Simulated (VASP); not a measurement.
# LiBe16 (a cell with a defect) in VASP: single point with PBE

Aim: the single point of LiBe16 (a cell with a defect) with PBE.

All numbers are computed with VASP 6.6.1; they aren't measurements. Logs are shortened: lines on timing, memory, paths and dates and some standing lists are left out, and cuts for length are marked.

### 1 The cell of the first run

The cell holds a defect, 17 atoms: a = 4.580 Å, b = 3.966 Å, c = 7.177 Å, α = 90.00°, β = 90.00°, γ = 90.00°.

### 2 Single point, PBE

The input, INCAR:

```
SYSTEM = LiBe16
ALGO = Normal ; EDIFF = 1E-6
ENCUT = 520 ; GGA = PE
ISIF = 2 ; ISMEAR = 0
LASPH = .True. ; LCHARG = .False.
LREAL = Auto ; LWAVE = .False.
NBANDS = 32 ; NELM = 100
PREC = Accurate ; SIGMA = 0.05
```

The input, KPOINTS:

```
k-points
0
Gamma
  5 5 3
  0 0 0
```

The input, POSCAR:

```
LiBe16
1.0
   -2.2900000000     -3.9663960000      0.0000000000
    3.4350000000     -1.9831980000      0.0000000000
    0.0000000000      0.0000000000      7.1768600000
Be Li
16 1
Direct
    0.7603021695      0.5285964973     -0.0071832250
    0.5089826585      0.3520597636      0.2384466187
    0.7810901195      0.4429468336      0.4943073991
    0.5095824263      0.3529286045      0.7471367701
    0.5104048389      0.0349240411     -0.0076575271
    0.2544643727      0.9011634391      0.2389898925
    0.5727313569      0.0421897547      0.4920128023
    0.2554018480      0.9014088012      0.7459666205
    0.2661869236      0.5446078763     -0.0067774765
    0.0128722910      0.3984773061      0.2407997369
    0.1890823401      0.2226391729      0.4935147126
    0.0148968766      0.3997740458      0.7464921985
    0.0065765152      0.0392431499     -0.0076704854
    0.7416994622      0.8475725672      0.2371336490
   -0.0230328248     -0.1639290156      0.4910577885
    0.7436925213      0.8491088425      0.7464262923
    0.3761110494      0.6313840766      0.4922925904
```

Potentials or basis: VASP PAW PBE potentials, release 64 (Be, Li_sv).

Started as:

```console
> cat potpaw_PBE.64/Be/POTCAR potpaw_PBE.64/Li_sv/POTCAR > POTCAR
> mpirun -np 1 vasp_std > vasp.out
```

OUTCAR:

```text
SYSTEM = LiBe16
   EDIFF = 1E-6
   ENCUT = 520
   GGA = PE
   ISIF = 2
   ISMEAR = 0
   LASPH = .True.
   LREAL = Auto
   NELM = 100
   PREC = Accurate

 ion  position               nearest neighbor table
   1  0.760  0.529  0.993-  14 2.16  12 2.18  16 2.18  10 2.18   4 2.22   2 2.22  13 2.24   9 2.26
                             5 2.27   5 2.31   9 2.32  13 2.32
   2  0.509  0.352  0.238-   6 2.13   5 2.17   7 2.22  17 2.22   9 2.22   1 2.22  14 2.24   3 2.25
                            14 2.27  10 2.28  10 2.32
   3  0.781  0.443  0.494-  15 1.80   7 1.85  17 2.00  11 2.06  12 2.11  10 2.11   4 2.23   2 2.25

   4  0.510  0.353  0.747-   8 2.14   5 2.17   1 2.22  17 2.22   9 2.22   7 2.23   3 2.23  16 2.24
                            16 2.27  12 2.27  12 2.32
   5  0.510  0.035  0.992-   4 2.17   2 2.17  14 2.18   8 2.18   6 2.19  16 2.19   9 2.24   1 2.27
                            13 2.27  13 2.31   9 2.31   1 2.31
   6  0.254  0.901  0.239-   2 2.13  13 2.17  17 2.18   5 2.19  15 2.23  14 2.24  11 2.25   9 2.26
                            10 2.26  10 2.28  14 2.36
   7  0.573  0.042  0.492-   3 1.85  17 1.86  11 1.90  15 2.02  16 2.13  14 2.13   2 2.22   4 2.23

   8  0.255  0.901  0.746-   4 2.14  13 2.17  17 2.18   5 2.18  11 2.24  15 2.25  16 2.25  12 2.26
                             9 2.27  12 2.27  16 2.35
   9  0.266  0.545  0.993-  12 2.19  10 2.20   2 2.22   4 2.22   5 2.24   6 2.26   1 2.26   8 2.27
                            13 2.29   5 2.31   1 2.32  13 2.33
  10  0.013  0.398  0.241-  11 2.10   3 2.11  14 2.17   1 2.18   9 2.20   6 2.26   2 2.28   6 2.28
                            13 2.28   2 2.32
  11  0.189  0.223  0.494-  15 1.82  17 1.83   7 1.90   3 2.06  12 2.10  10 2.10   8 2.24   6 2.25

  12  0.015  0.400  0.746-  11 2.10   3 2.11  16 2.17   1 2.18   9 2.19   8 2.26  13 2.27   4 2.27
                             8 2.27   4 2.32
  13  0.007  0.039  0.992-   6 2.17   8 2.17   1 2.24  16 2.27  14 2.27  12 2.27   5 2.27  10 2.28
                             9 2.29   5 2.31   1 2.32   9 2.33
  14  0.742  0.848  0.237-  15 2.12   7 2.13   1 2.16  10 2.17   5 2.18   2 2.24   6 2.24  13 2.27
                             2 2.27   6 2.36
  15  0.977  0.836  0.491-   3 1.80  11 1.82  17 2.00   7 2.02  14 2.12  16 2.12   6 2.23   8 2.25

  16  0.744  0.849  0.746-  15 2.12   7 2.13  12 2.17   1 2.18   5 2.19   4 2.24   8 2.25  13 2.27
                             4 2.27   8 2.35
  17  0.376  0.631  0.492-  11 1.83   7 1.86   3 2.00  15 2.00   6 2.18   8 2.18   2 2.22   4 2.22

  LATTYP: Found a simple orthorhombic cell.
 ALAT       =     3.9663962620
 B/A-ratio  =     1.1547004875
 C/A-ratio  =     1.8094157835

  Lattice vectors:

 A1 = (  -3.4350000000,   1.9831980000,   0.0000000000)
 A2 = (  -2.2900000000,  -3.9663960000,   0.0000000000)
 A3 = (   0.0000000000,   0.0000000000,   7.1768600000)

Analysis of symmetry for initial positions (statically):
=====================================================================
 Subroutine PRICEL returns:
 Original cell was already a primitive cell.

 Routine SETGRP: Setting up the symmetry group for a
 simple orthorhombic supercell.

 Subroutine GETGRP returns: Found  1 space group operations
 (whereof  1 operations were pure point group operations)
 out of a pool of  8 trial point group operations.

The static configuration has the point symmetry C_1 .

Analysis of symmetry for dynamics (positions and initial velocities):
=====================================================================
 Subroutine PRICEL returns:
 Original cell was already a primitive cell.

 Routine SETGRP: Setting up the symmetry group for a
 simple orthorhombic supercell.

 Subroutine GETGRP returns: Found  1 space group operations
 (whereof  1 operations were pure point group operations)
 out of a pool of  8 trial point group operations.

The dynamic configuration has the point symmetry C_1 .

 Subroutine INISYM returns: Found  1 space group operations
 (whereof  1 operations are pure point group operations),
 and found     1 'primitive' translations

----------------------------------------------------------------------------------------

                                     Primitive cell

  volume of cell :     130.3755

  direct lattice vectors                    reciprocal lattice vectors
    -2.290000000 -3.966396000  0.000000000    -0.109170306 -0.189088533  0.000000000
     3.435000000 -1.983198000  0.000000000     0.218340611 -0.126059022  0.000000000
     0.000000000  0.000000000  7.176860000     0.000000000  0.000000000  0.139336702

  length of vectors
     4.579999697  3.966396262  7.176860000     0.218340626  0.252118027  0.139336702

  position of ions in fractional coordinates (direct lattice)
     0.760302170  0.528596497  0.992816775
     0.508982659  0.352059764  0.238446619
     0.781090119  0.442946834  0.494307399
     0.509582426  0.352928605  0.747136770
     0.510404839  0.034924041  0.992342473
     0.254464373  0.901163439  0.238989893
[... 9 lines left out ...]
     0.743692521  0.849108843  0.746426292
     0.376111049  0.631384077  0.492292590

  ion indices of the primitive-cell ions
   primitive index   ion index
                 1           1
                 2           2
                 3           3
                 4           4
                 5           5
                 6           6
[... 9 lines left out ...]
                16          16
                17          17

----------------------------------------------------------------------------------------

 KPOINTS: k-points

Automatic generation of k-mesh.
 Grid dimensions read from file:
 generate k-points for:    5    5    3

 Generating k-lattice:

  Cartesian coordinates                     Fractional coordinates (reciprocal lattice)
    -0.021834061 -0.037817707  0.000000000     0.200000000  0.000000000  0.000000000
     0.043668122 -0.025211804  0.000000000     0.000000000  0.200000000  0.000000000
     0.000000000  0.000000000  0.046445567     0.000000000  0.000000000  0.333333333

  Length of vectors
     0.043668125  0.050423605  0.046445567

  Shift w.r.t. Gamma in fractional coordinates (k-lattice)
     0.000000000  0.000000000  0.000000000

 Subroutine IBZKPT returns following result:
 ===========================================

 Found     38 irreducible k-points:

 Following reciprocal coordinates:
            Coordinates               Weight
  0.000000  0.000000  0.000000      1.000000
  0.200000  0.000000  0.000000      2.000000
  0.400000  0.000000  0.000000      2.000000
  0.000000  0.200000  0.000000      2.000000
  0.200000  0.200000  0.000000      2.000000
 -0.200000  0.200000  0.000000      2.000000
[... 16 lines left out ...]
  0.200000 -0.200000 -0.333333      2.000000
 -0.200000 -0.200000  0.333333      2.000000
 [... further k-points ...]
   k-points           NKPTS =     38   k-points in BZ     NKDIM =     38   number of bands    NBANDS=     32
   number of dos      NEDOS =    301   number of ions     NIONS =     17
   total plane-waves  NPLWV =  58320
   dimension x,y,z NGX =    36 NGY =   30 NGZ =   54
   dimension x,y,z NGXF=    72 NGYF=   60 NGZF=  108
   ions per type =              16   1
   NGX,Y,Z   is equivalent  to a cutoff of  13.07, 12.57, 12.51 a.u.
   NGXF,Y,Z  is equivalent  to a cutoff of  26.13, 25.15, 25.02 a.u.
 SYSTEM =  LiBe16
   PREC   = accura    normal or accurate (medium, high low for compatibility)
   ISTART =      0    job   : 0-new  1-cont  2-samecut
   ICHARG =      2    charge: 1-file 2-atom 10-const
   ISPIN  =      1    spin polarized calculation?
   LNONCOLLINEAR =      F non collinear calculations
   LSORBIT =      F    spin-orbit coupling
   LASPH  =      T    aspherical Exc in radial PAW
   ENCUT  =  520.0 eV  38.22 Ry    6.18 a.u.   8.52  7.37 13.34*2*pi/ulx,y,z
   NELM   =    100;   NELMIN=  2; NELMDL= -5     # of ELM steps
   EDIFF  = 0.1E-05   stopping-criterion for ELM
   LREAL  =      T    real-space projection
   EDIFFG = 0.1E-04   stopping-criterion for IOM
   NSW    =      0    number of steps for IOM
   IBRION =     -1    ionic relax: 0-MD 1-quasi-New 2-CG
   NFREE  =      0    steps in history (QN), initial steepest desc. (CG)
   ISIF   =      2    stress and relaxation
   ISYM   =      2    0-nonsym 1-usesym 2-fastsym
   POTIM  = 0.5000    time-step for ionic-motion
   TEBEG  =    0.0;   TEEND  =   0.0 temperature during run
   PSTRESS=    0.0 pullay stress
   NELECT =      35.0000    total number of electrons
   NUPDOWN=      -1.0000    fix difference up-down
   EMIN   =  10.00;   EMAX   =-10.00  energy-range for DOS
   EFERMI =   0.00;   METHOD = LEGACY
   ISMEAR =     0;   SIGMA  =   0.05  broadening in eV -4-tet -1-fermi 0-gaus
   EFERMI_NEDOS =   21; number of points for ismear=-14 and -15
   IALGO  =     38    algorithm
   IMIX   =      4    mixing-type and parameters
     AMIX     =   0.40;   BMIX     =  1.00
     AMIX_MAG =   1.60;   BMIX_MAG =  1.00
  volume/ion in A,a.u.               =       7.67        51.75
  Fermi-wavevector in a.u.,A,eV,Ry     =   1.056085  1.995711 15.174786  1.115315
  Thomas-Fermi vector in A             =   2.191307
   LORBIT       =      0    0 simple, 1 ext, 2 COOP (PROOUT), +10 PAW based schemes
   GGA     = PE    functional components
   LHFCALC =     F    Hartree Fock is set to
   AEXX    =    0.0000 exact exchange contribution
   IVDW    =     0    specifies the selected vdW correction
   LEPSILON=     F    determine dielectric tensor
   LRPA    =     F    only Hartree local field effects (RPA)
 non-spin polarized calculation
 Gauss-broadening in eV      SIGMA  =   0.05
  energy-cutoff  :      520.00
  volume of cell :      130.38
 maximum number of plane-waves:      3529
 NGX is ok and might be reduce to    36
   NGX = 17   NGY = 15   NGZ = 27

 number of electron      34.9999998 magnetization

 Free energy of the ion-electron system (eV)
  ---------------------------------------------------
  ext. energy  EPLUGINS =         0.00000000
  ---------------------------------------------------
  free energy    TOTEN  =       -57.48977336 eV

  energy without entropy =      -57.48589637  energy(sigma->0) =      -57.48783487

 E-fermi :   7.1812     XC(G=0): -10.6567

 val. band max:        7.1530995145   @ k =   0.2000   0.2000   0.0000
 cond. band min:       7.2013100399   @ k =   0.0000   0.4000   0.3333
 fundamental gap:      0.0482105254
 Fermi energy:         7.1811608551

 k-point     1 :       0.0000    0.0000    0.0000
  band No.  band energies     occupation
      1     -38.9218      2.00000
      2      -4.0501      2.00000
      3      -2.1107      2.00000
      4      -1.8805      2.00000
      5       1.0016      2.00000
      6       1.1167      2.00000
[... 21 lines left out ...]
     28      11.0279      0.00000
     29      11.0889      0.00000

 k-point     2 :       0.2000    0.0000    0.0000
  band No.  band energies     occupation
      1     -38.9218      2.00000
      2      -3.8502      2.00000
      3      -1.8933      2.00000
      4      -1.7177      2.00000
      5      -0.6940      2.00000
      6       1.2836      2.00000
[... 21 lines left out ...]
     28      12.0136      0.00000
     29      12.7588      0.00000

 k-point     3 :       0.4000    0.0000    0.0000
  band No.  band energies     occupation
      1     -38.9217      2.00000
      2      -3.2640      2.00000
      3      -2.2102      2.00000
      4      -1.2452      2.00000
      5      -1.0510      2.00000
      6      -0.1716      2.00000
[... 638 lines left out ...]
      5       0.0623      2.00000
      6       0.3715      2.00000
[... 21 lines left out ...]
     28      12.0743      0.00000
     29      12.5495      0.00000

 k-point    24 :      -0.2000   -0.2000    0.3333
  band No.  band energies     occupation
      1     -38.9217      2.00000
      2      -3.3530      2.00000
      3      -2.6579      2.00000
      4      -0.3492      2.00000
      5       0.0745      2.00000
      6       0.3313      2.00000
[... 21 lines left out ...]
     28      12.1465      0.00000
     29      12.6677      0.00000

 [... further k-points ...]

 [bands above 29 left out]

------------------------ aborting loop because EDIFF is reached ----------------------------------------

  FORCE on cell =-STRESS in cart. coord.  units (eV):
  Direction    XX          YY          ZZ          XY          YZ          ZX
  --------------------------------------------------------------------------------------
  -------------------------------------------------------------------------------------
  Total       10.5411221     15.3063511      1.6057426     -3.4966644     -0.1115942     -0.0274358
  in kB      129.5392567    188.0988888     19.7328804    -42.9703124     -1.3713750     -0.3371568
  external PRESSURE =     112.4570087 kB  Pullay stress =       0.0000000 kB

 VOLUME and BASIS-vectors are now :
 -----------------------------------------------------------------------------
  energy-cutoff  :      520.00
  volume of cell :      130.38
      direct lattice vectors                 reciprocal lattice vectors
    -2.290000000 -3.966396000  0.000000000    -0.109170306 -0.189088533  0.000000000
     3.435000000 -1.983198000  0.000000000     0.218340611 -0.126059022  0.000000000
     0.000000000  0.000000000  7.176860000     0.000000000  0.000000000  0.139336702

 POSITION                                       TOTAL-FORCE (eV/Angst)
 -----------------------------------------------------------------------------------
      0.07464     -4.06397      7.12531         0.015842      0.007921     -0.003415
      0.04376     -2.71703      1.71130        -0.007007     -0.001465     -0.002852
     -0.26717     -3.97656      3.54758        -0.007752      0.004057     -0.009303
      0.04537     -2.72113      5.36210        -0.001354      0.015697     -0.011276
     -1.04886     -2.09373      7.12190        -0.002972      0.005433      0.002197
      2.51277     -2.79649      1.71520        -0.005142     -0.006450     -0.004541
[... 9 lines left out ...]
      1.21363     -4.63373      5.35700        -0.000014      0.001580     -0.000245
      1.30751     -2.74396      3.53312        -0.008812      0.007061      0.015665
 -----------------------------------------------------------------------------------
    total drift:                               -0.004486     -0.000246      0.004863

  FREE ENERGIE OF THE ION-ELECTRON SYSTEM (eV)
  ---------------------------------------------------
  free  energy   TOTEN  =       -57.4897733617 eV

  energy  without entropy=      -57.4858963740  energy(sigma->0) =      -57.48783487
```

Run time: 3.1 min. Hardware: 1 thread of Intel Xeon 6975P-C (Granite Rapids), shared host; peak memory 0.27 GiB.

Results:

| Item | Value |
| --- | --- |
| Free energy | -57.4898 eV |
| Largest force | 0.022 eV/Å |
| Band gap on the k mesh | zero (an odd number of electrons rules out a gap without spin polarisation) |

Forces in eV/Å, atoms in the order of the input:
```
Be   0.016  0.008 -0.003
Be  -0.007 -0.001 -0.003
Be  -0.008  0.004 -0.009
Be  -0.001  0.016 -0.011
Be  -0.003  0.005  0.002
Be  -0.005 -0.006 -0.005
Be  -0.001 -0.021  0.000
Be  -0.016  0.008  0.009
Be   0.007  0.009 -0.011
Be  -0.004 -0.012 -0.006
Be   0.001  0.010  0.002
Be  -0.005  0.008 -0.001
Be   0.017 -0.003  0.014
Be   0.003 -0.017  0.008
Be   0.015 -0.016 -0.001
Be   0.000  0.002  0.000
Li  -0.009  0.007  0.016
```

Levels at points of the mesh, in eV from the Fermi level:
| k point | band 13 | band 14 | band 15 | band 16 | band 17 | band 18 | band 19 | band 20 | band 21 | band 22 |
| --- | --- | --- | --- | --- | --- | --- | --- | --- | --- | --- |
| (0.00, 0.00, 0.00) | -3.63 | -3.27 | -3.26 | -1.26 | 0.25 | 0.39 | 0.59 | 1.03 | 1.40 | 1.82 |

Caveat: the cutoff is under 1.25 times the usual one of these potentials, so pressure, stress and relaxed cells hold a basis-set (Pulay) error.
